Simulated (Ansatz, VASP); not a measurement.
## Two plane-wave programs on BeTe

```
Be Te
1.0
     0.00000    2.87000    2.87000
     2.87000    0.00000    2.87000
     2.87000    2.87000    0.00000
Be Te
1 1
Cartesian
  0.0000 0.0000 0.0000
  4.3050 4.3050 4.3050
```

Alike in both runs: task single point; functional PBE; k mesh 8 × 8 × 8; occupations gaussian, width 0.02 eV; no spin polarisation.

|  | VASP | Ansatz |
| --- | --- | --- |
| version | VASP 6.6.1 | Ansatz 0.2.0 |
| potentials or method | VASP PAW PBE potentials, release 64 (Be, Te), cutoff 600 eV | scalar-relativistic, plane waves, PAW |
| valence electrons in the cell | 8 | 18 |

```tsv
	VASP	Ansatz	Ansatz less VASP
gap on the k mesh at the Fermi level (eV)	2.11	2.12	+0.012
least direct gap on the mesh (eV)	3.42	3.42	+0.003
pressure (GPa)	-2.0	-2.1	-0.11
```

VASP's potentials hold 8 valence electrons a cell and Ansatz's 18, so a difference there can come from the potentials and not from the codes.

Neither program's run includes spin-orbit coupling.
